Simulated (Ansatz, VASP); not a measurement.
**Two plane-wave programs on KCl**

```
K Cl
1.0
     3.63400    0.00000    0.00000
     0.00000    3.63400    0.00000
     0.00000    0.00000    3.63400
K Cl
1 1
Direct
  0.00000 0.00000 0.00000
  0.50000 0.50000 0.50000
```

Alike in both runs: task electric field gradients; functional PBE; k mesh 7 × 7 × 7; occupations fermi-dirac, width 0.01 eV; no spin polarisation.

|  | VASP | Ansatz |
| --- | --- | --- |
| version | VASP 6.6.1 | Ansatz 0.2.0 |
| potentials or method | VASP PAW PBE potentials, release 64 (K_sv, Cl) | PAW with Ansatz's default frozen-core files, scalar-relativistic |
| plane-wave cutoff (eV) | 520 | 420 |
| valence electrons in the cell | 16 | 16 |

|  | VASP | Ansatz | Ansatz less VASP |
| --- | --- | --- | --- |
| gap on the k mesh at the Fermi level (eV) | 5.61 | 5.61 | +0.003 |
| pressure (GPa) | 4.5 | 4.5 | -0.07 |
